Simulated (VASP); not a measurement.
A run of VASP 6.6.1 is set up as follows.

Contents of INCAR:

```
SYSTEM = CaB2
PREC = Accurate
ENCUT = 600
EDIFF = 1E-6
ISMEAR = 0
SIGMA = 0.05
LREAL = .False.
LASPH = .True.
NELM = 60
ALGO = Normal
ISIF = 4
LWAVE = .False.
LCHARG = .False.
GGA = PS
IBRION = 2
NSW = 60
EDIFFG = -0.01
```

The input KPOINTS:

```
regular mesh
0
Gamma
  12 12 8
  0 0 0
```

POSCAR

```
CaB2
1.0
    3.2405818812      0.0000000000      0.0000000000
   -1.6202909406      2.8064262321      0.0000000000
    0.0000000000      0.0000000000      4.0801128608
Ca B
1 2
Direct
    0.0000000000      0.0000000000      0.0000000000
    0.3333333333      0.6666666667      0.5000000000
    0.6666666667      0.3333333333      0.5000000000
```

Potentials or basis: VASP PAW PBE potentials, release 64 (Ca_sv, B).

The run is started by

```console
$ cat potpaw_PBE.64/Ca_sv/POTCAR potpaw_PBE.64/B/POTCAR > POTCAR
$ mpirun -np 1 vasp_std > vasp.out
```

Task: What does it give for the band gap on the k mesh?

Result: Zero (band 8 reaches 5.42 eV, above the bottom of band 9 at 3.77 eV).

Final structure:
```
Ca B
1.0
     3.23936    0.00000    0.00000
    -1.61968    2.80537    0.00000
     0.00000    0.00000    4.08320
Ca B
1 2
Direct
  0.00000 0.00000 0.00000
  0.33333 0.66667 0.50000
  0.66667 0.33333 0.50000
```
